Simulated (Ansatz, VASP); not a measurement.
**AgCl in VASP and in Ansatz**

The input INCAR:

```
PREC = Accurate
ENCUT = 500
EDIFF = 1E-6
ISMEAR = 0
SIGMA = 0.01
LREAL = F
LASPH = T
NELM = 120
ALGO = Normal
ISIF = 2
LWAVE = F
LCHARG = T
GGA = PS
LELF = T
LVHAR = T
NBANDS = 16
GGA_COMPAT = F
```

KPOINTS

```
regular mesh
0
Gamma
  6 6 6
```

Contents of POSCAR:

```
AgCl
1.0
    0.0000000000      2.7731725637      2.7731725637
    2.7731725637      0.0000000000      2.7731725637
    2.7731725637      2.7731725637      0.0000000000
Ag Cl
1 1
Direct
    0.0000000000      0.0000000000      0.0000000000
    0.5000000000      0.5000000000      0.5000000000
```

Input for Ansatz:

```yaml
crystal:
  lattice:
    - [0.0, 2.7731725637, 2.7731725637]
    - [2.7731725637, 0.0, 2.7731725637]
    - [2.7731725637, 2.7731725637, 0.0]
  atoms:
    - { symbol: Ag, position: [0.0, 0.0, 0.0] }
    - { symbol: Cl, position: [0.5, 0.5, 0.5] }
kpoints:
  mp_grid: { grid: [6, 6, 6] }
hamiltonian:
  xc: pbesol
scf:
  occupations: { method: fixed }
  n_extra_bands: 0
output:
  forces: true
  stress: true
  eigenvalues: true
```

Alike in both runs: task single point; functional PBEsol; k mesh 6 × 6 × 6; no spin polarisation.

|  | VASP | Ansatz |
| --- | --- | --- |
| version | VASP 6.6.1 | Ansatz 0.2.0 |
| potentials or method | VASP PAW PBE potentials, release 64 (Ag, Cl) | plane waves |
| plane-wave cutoff (eV) | 500 | 420 |
| occupations | gaussian, width 0.01 eV | fixed |
| valence electrons in the cell | 18 | 26 |

```tsv
	VASP	Ansatz	Ansatz less VASP
gap on the k mesh at the Fermi level (eV)	0.73	0.73	+0.003
pressure (GPa)	-2.7	-2.6	+0.09
```

VASP's potentials were made for PBE, not for PBEsol. VASP's potentials hold 18 valence electrons a cell and Ansatz's 26, so a difference there can come from the potentials and not from the codes.
